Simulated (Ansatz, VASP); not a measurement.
## BeZn2S2O: VASP beside Ansatz

```
CELL_PARAMETERS angstrom
5.19107 0.00000 0.00000
-2.59554 4.49560 0.00000
0.00000 0.00000 4.00172
ATOMIC_POSITIONS crystal
Be 0.00000 0.00000 0.50000
Zn 0.33333 0.66667 0.00000
Zn 0.66667 0.33333 0.00000
S 0.33333 0.66667 0.50000
S 0.66667 0.33333 0.50000
O 0.00000 0.00000 0.00000
```

Alike in both runs: task relaxation of cell and atoms; functional PBE; k mesh 6 × 6 × 4; occupations gaussian, width 0.1 eV; no spin polarisation.

|  | VASP | Ansatz |
| --- | --- | --- |
| version | VASP 6.6.1 | Ansatz 0.2.0 |
| potentials or method | VASP PAW PBE potentials, release 64 (Be, Zn, S, O), cutoff 600 eV | scalar-relativistic, plane waves, PAW |
| valence electrons in the cell | 44 | 44 |

```csv
,VASP,Ansatz,Ansatz less VASP
"gap on the k mesh at the Fermi level, each at its own relaxed structure (eV)",none,none,-
relaxed volume (Å³/atom),13.50,13.43,-0.064
relaxed cell length with the largest relative difference (Å),4.684,4.669,-0.0150
```

A gap of «none» marks a metal or a gap that the smearing closes.

The k mesh is coarse, so the values compare programs but aren't converged.
